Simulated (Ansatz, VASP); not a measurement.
## C: VASP beside Ansatz

```
C
1.0
     1.25340    0.77430   10.31622
    -1.25340    0.77430   10.31622
     0.00000   -1.54861   10.31622
C
10
Direct
  0.02482 0.02482 0.02482
  0.97518 0.97518 0.97518
  0.10869 0.10869 0.10869
  0.89131 0.89131 0.89131
  0.15837 0.15837 0.15837
  0.84163 0.84163 0.84163
  0.37486 0.37486 0.37486
  0.62514 0.62514 0.62514
  0.42532 0.42532 0.42532
  0.57468 0.57468 0.57468
```

Change from the starting cell: normal strain along x +0.0000, normal strain along y +0.0700.

Alike in both runs: task single point; functional PBEsol; k mesh 12 × 12 × 12; occupations gaussian, width 0.05 eV; no spin polarisation.

|  | VASP | Ansatz |
| --- | --- | --- |
| version | VASP 6.6.1 | Ansatz 0.2.0 |
| potentials or method | VASP PAW PBE potentials, release 64 (C), cutoff 520 eV | scalar-relativistic, plane waves, PAW |
| valence electrons in the cell | 40 | 40 |

Ansatz gave:

* gap on the k mesh at the Fermi level (eV): 3.07
* least direct gap on the mesh (eV): 3.63
* pressure (GPa): -25.1
* traceless stress, the component that is largest in VASP (GPa): -42.69
* rms of the force components (eV/Å): 0.078

Task: Which values does VASP return?

Result: gap on the k mesh at the Fermi level (eV): 3.06; least direct gap on the mesh (eV): 3.62; pressure (GPa): -24.3; traceless stress, the component that is largest in VASP (GPa): -42.90; rms of the force components (eV/Å): 0.072.

VASP's potentials were made for PBE, not for PBEsol, and Ansatz warns of the same on its side. Atom by atom the forces differ by 0.010 eV/Å (rms over components).
